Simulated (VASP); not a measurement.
# KF (Fm-3m) in VASP: further runs

The runs below take KF through single point, with PBEsol, PBE.

Everything below comes from runs of VASP 6.6.1. Logs are shortened: lines on timing, memory, paths and dates and some standing lists are left out, and cuts for length are marked.

## Step 1: The cell of the first run

Symmetry: Fm-3m, No. 225, cubic system. Conventional cell: a = 5.347 Å, b = 5.347 Å, c = 5.347 Å, α = 90.00°, β = 90.00°, γ = 90.00°. K (site symmetry m-3m) has 6 F at 2.67 Å within 3.5 Å. F (site symmetry m-3m) has 6 K at 2.67 Å within 3.5 Å.

## Step 2: Single point, PBEsol

Input file INCAR:

```
SYSTEM = KF
ALGO = Normal
EDIFF = 1E-6
ENCUT = 520
GGA = PS
ISIF = 2
ISMEAR = -1
LASPH = .TRUE.
LCHARG = .FALSE.
LREAL = .FALSE.
LWAVE = .FALSE.
NBANDS = 15
NELM = 100
PREC = Accurate
SIGMA = 0.01
```

Input file KPOINTS:

```
k-points
0
G
  9 9 9
  0 0 0
```

Input file POSCAR:

```
KF
1.0
    0.0000000000      2.6735000000      2.6735000000
    2.6735000000      0.0000000000      2.6735000000
    2.6735000000      2.6735000000      0.0000000000
K F
1 1
Direct
    0.0000000000      0.0000000000      0.0000000000
    0.5000000000      0.5000000000      0.5000000000
```

Potentials or basis: VASP PAW PBE potentials, release 64 (K_sv, F).

Command:

```
cat potpaw_PBE.64/K_sv/POTCAR potpaw_PBE.64/F/POTCAR > POTCAR
mpirun -np 1 vasp_std > vasp.out
```

OUTCAR:

```text
SYSTEM = KF
   EDIFF = 1E-6
   ENCUT = 520
   GGA = PS
   ISIF = 2
   ISMEAR = -1
   LASPH = .TRUE.
   LREAL = .FALSE.
   NELM = 100
   PREC = Accurate

 ion  position               nearest neighbor table
   1  0.000  0.000  0.000-   2 2.67   2 2.67   2 2.67   2 2.67   2 2.67   2 2.67
   2  0.500  0.500  0.500-   1 2.67   1 2.67   1 2.67   1 2.67   1 2.67   1 2.67

  LATTYP: Found a face centered cubic cell.
 ALAT       =     5.3470000000

  Lattice vectors:

 A1 = (   0.0000000000,   2.6735000000,   2.6735000000)
 A2 = (   2.6735000000,   0.0000000000,   2.6735000000)
 A3 = (   2.6735000000,   2.6735000000,   0.0000000000)

Analysis of symmetry for initial positions (statically):
=====================================================================
 Subroutine PRICEL returns:
 Original cell was already a primitive cell.

 Routine SETGRP: Setting up the symmetry group for a
 face centered cubic supercell.

 Subroutine GETGRP returns: Found 48 space group operations
 (whereof 48 operations were pure point group operations)
 out of a pool of 48 trial point group operations.

The static configuration has the point symmetry O_h .

Analysis of symmetry for dynamics (positions and initial velocities):
=====================================================================
 Subroutine PRICEL returns:
 Original cell was already a primitive cell.

 Routine SETGRP: Setting up the symmetry group for a
 face centered cubic supercell.

 Subroutine GETGRP returns: Found 48 space group operations
 (whereof 48 operations were pure point group operations)
 out of a pool of 48 trial point group operations.

The dynamic configuration has the point symmetry O_h .

 Subroutine INISYM returns: Found 48 space group operations
 (whereof 48 operations are pure point group operations),
 and found     1 'primitive' translations

----------------------------------------------------------------------------------------

                                     Primitive cell

  volume of cell :      38.2182

  direct lattice vectors                    reciprocal lattice vectors
     0.000000000  2.673500000  2.673500000    -0.187020759  0.187020759  0.187020759
     2.673500000  0.000000000  2.673500000     0.187020759 -0.187020759  0.187020759
     2.673500000  2.673500000  0.000000000     0.187020759  0.187020759 -0.187020759

  length of vectors
     3.780899959  3.780899959  3.780899959     0.323929457  0.323929457  0.323929457

  position of ions in fractional coordinates (direct lattice)
     0.000000000  0.000000000  0.000000000
     0.500000000  0.500000000  0.500000000

  ion indices of the primitive-cell ions
   primitive index   ion index
                 1           1
                 2           2

----------------------------------------------------------------------------------------

 KPOINTS: k-points

Automatic generation of k-mesh.
 Grid dimensions read from file:
 generate k-points for:    9    9    9

 Generating k-lattice:

  Cartesian coordinates                     Fractional coordinates (reciprocal lattice)
    -0.020780084  0.020780084  0.020780084     0.111111111  0.000000000  0.000000000
     0.020780084 -0.020780084  0.020780084     0.000000000  0.111111111  0.000000000
     0.020780084  0.020780084 -0.020780084     0.000000000  0.000000000  0.111111111

  Length of vectors
     0.035992162  0.035992162  0.035992162

  Shift w.r.t. Gamma in fractional coordinates (k-lattice)
     0.000000000  0.000000000  0.000000000

 Subroutine IBZKPT returns following result:
 ===========================================

 Found     35 irreducible k-points:

 Following reciprocal coordinates:
            Coordinates               Weight
  0.000000  0.000000  0.000000      1.000000
  0.111111  0.000000  0.000000      8.000000
  0.222222  0.000000  0.000000      8.000000
  0.333333  0.000000  0.000000      8.000000
  0.444444  0.000000  0.000000      8.000000
  0.111111  0.111111  0.000000      6.000000
[... 16 lines left out ...]
 -0.333333  0.333333  0.000000     12.000000
  0.444444  0.444444  0.000000      6.000000
 [... further k-points ...]
   k-points           NKPTS =     35   k-points in BZ     NKDIM =     35   number of bands    NBANDS=     15
   number of dos      NEDOS =    301   number of ions     NIONS =      2
   total plane-waves  NPLWV =  21952
   dimension x,y,z NGX =    28 NGY =   28 NGZ =   28
   dimension x,y,z NGXF=    56 NGYF=   56 NGZF=   56
   ions per type =               1   1
   NGX,Y,Z   is equivalent  to a cutoff of  12.31, 12.31, 12.31 a.u.
   NGXF,Y,Z  is equivalent  to a cutoff of  24.62, 24.62, 24.62 a.u.
 SYSTEM =  KF
   PREC   = accura    normal or accurate (medium, high low for compatibility)
   ISTART =      0    job   : 0-new  1-cont  2-samecut
   ICHARG =      2    charge: 1-file 2-atom 10-const
   ISPIN  =      1    spin polarized calculation?
   LNONCOLLINEAR =      F non collinear calculations
   LSORBIT =      F    spin-orbit coupling
   LASPH  =      T    aspherical Exc in radial PAW
   ENCUT  =  520.0 eV  38.22 Ry    6.18 a.u.   7.03  7.03  7.03*2*pi/ulx,y,z
   NELM   =    100;   NELMIN=  2; NELMDL= -5     # of ELM steps
   EDIFF  = 0.1E-05   stopping-criterion for ELM
   LREAL  =      F    real-space projection
   EDIFFG = 0.1E-04   stopping-criterion for IOM
   NSW    =      0    number of steps for IOM
   IBRION =     -1    ionic relax: 0-MD 1-quasi-New 2-CG
   NFREE  =      0    steps in history (QN), initial steepest desc. (CG)
   ISIF   =      2    stress and relaxation
   ISYM   =      2    0-nonsym 1-usesym 2-fastsym
   POTIM  = 0.5000    time-step for ionic-motion
   TEBEG  =    0.0;   TEEND  =   0.0 temperature during run
   PSTRESS=    0.0 pullay stress
   NELECT =      16.0000    total number of electrons
   NUPDOWN=      -1.0000    fix difference up-down
   EMIN   =  10.00;   EMAX   =-10.00  energy-range for DOS
   EFERMI =   0.00;   METHOD = LEGACY
   ISMEAR =    -1;   SIGMA  =   0.01  broadening in eV -4-tet -1-fermi 0-gaus
   EFERMI_NEDOS =   21; number of points for ismear=-14 and -15
   IALGO  =     38    algorithm
   IMIX   =      4    mixing-type and parameters
     AMIX     =   0.40;   BMIX     =  1.00
     AMIX_MAG =   1.60;   BMIX_MAG =  1.00
  volume/ion in A,a.u.               =      19.11       128.95
  Fermi-wavevector in a.u.,A,eV,Ry     =   1.224686  2.314320 20.406766  1.499855
  Thomas-Fermi vector in A             =   2.359751
   LORBIT       =      0    0 simple, 1 ext, 2 COOP (PROOUT), +10 PAW based schemes
   GGA     = PS    functional components
   LHFCALC =     F    Hartree Fock is set to
   AEXX    =    0.0000 exact exchange contribution
   IVDW    =     0    specifies the selected vdW correction
   LEPSILON=     F    determine dielectric tensor
   LRPA    =     F    only Hartree local field effects (RPA)
 non-spin polarized calculation
  energy-cutoff  :      520.00
  volume of cell :       38.22
 maximum number of plane-waves:      1039
   NGX = 13   NGY = 13   NGZ = 13

 number of electron      16.0000001 magnetization

 Free energy of the ion-electron system (eV)
  ---------------------------------------------------
  ext. energy  EPLUGINS =         0.00000000
  ---------------------------------------------------
  free energy    TOTEN  =        -8.51941445 eV

  energy without entropy =       -8.51941445  energy(sigma->0) =       -8.51941445

 E-fermi :  -2.6992     XC(G=0):  -8.5997

 val. band max:       -2.9123519636   @ k =   0.0000   0.0000   0.0000
 cond. band min:       3.1085947433   @ k =   0.0000   0.0000   0.0000
 fundamental gap:      6.0209467069
 Fermi energy:        -2.6992142642

 k-point     1 :       0.0000    0.0000    0.0000
  band No.  band energies     occupation
      1     -28.8822      2.00000
      2     -21.4390      2.00000
      3     -12.1951      2.00000
      4     -12.1951      2.00000
      5     -12.1951      2.00000
      6      -2.9124      2.00000
      7      -2.9124      2.00000
      8      -2.9124      2.00000
      9       3.1086      0.00000
     10       7.7178      0.00000
     11       7.7178      0.00000
     12       7.7178      0.00000
     13       9.3890      0.00000
     14       9.3890      0.00000
     15      13.7932      0.00000

 k-point     2 :       0.1111    0.0000    0.0000
  band No.  band energies     occupation
      1     -28.8710      2.00000
      2     -21.4503      2.00000
      3     -12.2285      2.00000
      4     -12.1996      2.00000
      5     -12.1996      2.00000
      6      -3.0286      2.00000
      7      -2.9553      2.00000
      8      -2.9553      2.00000
      9       3.4565      0.00000
     10       7.5017      0.00000
     11       7.8868      0.00000
     12       7.8868      0.00000
     13       9.5043      0.00000
     14       9.5043      0.00000
     15      14.4171      0.00000

 k-point     3 :       0.2222    0.0000    0.0000
  band No.  band energies     occupation
      1     -28.8423      2.00000
      2     -21.4769      2.00000
      3     -12.3122      2.00000
      4     -12.2107      2.00000
      5     -12.2107      2.00000
      6      -3.2908      2.00000
      7      -3.0621      2.00000
      8      -3.0621      2.00000
      9       4.3572      0.00000
     10       7.1500      0.00000
     11       8.3263      0.00000
     12       8.3263      0.00000
     13       9.8586      0.00000
     14       9.8586      0.00000
     15      15.5638      0.00000

 k-point     4 :       0.3333    0.0000    0.0000
  band No.  band energies     occupation
      1     -28.8094      2.00000
      2     -21.5075      2.00000
      3     -12.4062      2.00000
      4     -12.2231      2.00000
      5     -12.2231      2.00000
      6      -3.5496      2.00000
      7      -3.1801      2.00000
      8      -3.1801      2.00000
      9       5.4210      0.00000
     10       7.0639      0.00000
     11       8.8124      0.00000
     12       8.8124      0.00000
     13      10.4941      0.00000
     14      10.4941      0.00000
     15      14.7809      0.00000
[... 307 lines left out ...]
 k-point    22 :      -0.4444    0.3333    0.0000
  band No.  band energies     occupation
      1     -28.7652      2.00000
      2     -21.4807      2.00000
      3     -12.6625      2.00000
      4     -12.4208      2.00000
      5     -12.3534      2.00000
      6      -3.2331      2.00000
      7      -3.1279      2.00000
      8      -3.0875      2.00000
      9       5.8420      0.00000
     10       7.4420      0.00000
     11       8.3030      0.00000
     12      10.4108      0.00000
     13      11.0359      0.00000
     14      11.9997      0.00000
     15      12.3185      0.00000

 k-point    23 :      -0.3333    0.3333    0.0000
  band No.  band energies     occupation
      1     -28.7667      2.00000
      2     -21.4945      2.00000
      3     -12.6006      2.00000
      4     -12.4321      2.00000
      5     -12.3068      2.00000
      6      -3.3959      2.00000
      7      -3.1796      2.00000
      8      -3.0941      2.00000
      9       6.2736      0.00000
     10       7.3076      0.00000
     11       8.4155      0.00000
     12      10.3188      0.00000
     13      10.6093      0.00000
     14      11.5633      0.00000
     15      13.5891      0.00000

 k-point    24 :       0.4444    0.4444    0.0000
  band No.  band energies     occupation
      1     -28.7668      2.00000
      2     -21.4594      2.00000
      3     -12.7366      2.00000
      4     -12.4047      2.00000
      5     -12.4047      2.00000
      6      -3.1621      2.00000
      7      -2.9698      2.00000
      8      -2.9698      2.00000
      9       5.2357      0.00000
     10       7.0850      0.00000
     11       8.8450      0.00000
     12      10.6307      0.00000
     13      11.1551      0.00000
     14      11.1551      0.00000
     15      13.1405      0.00000

 [... further k-points ...]

------------------------ aborting loop because EDIFF is reached ----------------------------------------

  FORCE on cell =-STRESS in cart. coord.  units (eV):
  Direction    XX          YY          ZZ          XY          YZ          ZX
  --------------------------------------------------------------------------------------
  -------------------------------------------------------------------------------------
  Total       -0.1611516     -0.1611516     -0.1611516     -0.0000000      0.0000000      0.0000000
  in kB       -6.7557676     -6.7557676     -6.7557676     -0.0000000      0.0000000      0.0000000
  external PRESSURE =      -6.7557676 kB  Pullay stress =       0.0000000 kB

 VOLUME and BASIS-vectors are now :
 -----------------------------------------------------------------------------
  energy-cutoff  :      520.00
  volume of cell :       38.22
      direct lattice vectors                 reciprocal lattice vectors
     0.000000000  2.673500000  2.673500000    -0.187020759  0.187020759  0.187020759
     2.673500000  0.000000000  2.673500000     0.187020759 -0.187020759  0.187020759
     2.673500000  2.673500000  0.000000000     0.187020759  0.187020759 -0.187020759

 POSITION                                       TOTAL-FORCE (eV/Angst)
 -----------------------------------------------------------------------------------
      0.00000      0.00000      0.00000         0.000000      0.000000      0.000000
      2.67350      2.67350      2.67350         0.000000      0.000000     -0.000000
 -----------------------------------------------------------------------------------
    total drift:                                0.000000      0.000000      0.000000

  FREE ENERGIE OF THE ION-ELECTRON SYSTEM (eV)
  ---------------------------------------------------
  free  energy   TOTEN  =        -8.5194144451 eV

  energy  without entropy=       -8.5194144451  energy(sigma->0) =       -8.51941445
```

It took 8.7 s on 1 thread of Intel Xeon 6975P-C (Granite Rapids), shared host; peak memory 0.16 GiB.

What came out:

```yaml
Free_energy: -8.5194 eV
Pressure: -0.7 GPa
Band_gap_on_the_k_mesh: 6.02 eV
```

Caveat: the PAW data sets were made with another functional, which shifts forces and pressure a little; an odd mesh through Γ misses points on the zone boundary, where band edges can lie.

## Step 3: Single point, PBE

Input file INCAR:

```
SYSTEM = KF
  ALGO = Normal
  EDIFF = 1E-7
  ENCUT = 520
  GGA = PE
  ISIF = 2
  ISMEAR = -1
  LASPH = .True.
  LCHARG = .True.
  LELF = .True.
  LREAL = .False.
  LVHAR = .True.
  LWAVE = .False.
  NBANDS = 15
  NELM = 100
  PREC = Accurate
  SIGMA = 0.01
```

Input file KPOINTS:

```
k-points
0
Gamma
  9 9 9
  0 0 0
```

POSCAR is that of step 2.

Potentials or basis: VASP PAW PBE potentials, release 64 (K_sv, F).

Command:

```
cat potpaw_PBE.64/K_sv/POTCAR potpaw_PBE.64/F/POTCAR > POTCAR
mpirun -np 1 vasp_std > vasp.out
```

Run time: 9.3 s. Hardware: 1 thread of Intel Xeon 6975P-C (Granite Rapids), shared host; peak memory 0.16 GiB.

It converged, with:

- Free energy: -8.2908 eV
- Pressure: 1.4 GPa
- Band gap on the k mesh: 6.16 eV

Levels at points of the mesh, in eV from the valence-band top:
| k point | band 5 | band 6 | band 7 | band 8 | band 9 | band 10 | band 11 | band 12 |
| --- | --- | --- | --- | --- | --- | --- | --- | --- |
| (0.00, 0.00, 0.00) | -9.39 | 0.00 | 0.00 | 0.00 | 6.16 | 10.67 | 10.67 | 10.67 |

Caveat: an odd mesh through Γ misses points on the zone boundary, where band edges can lie.
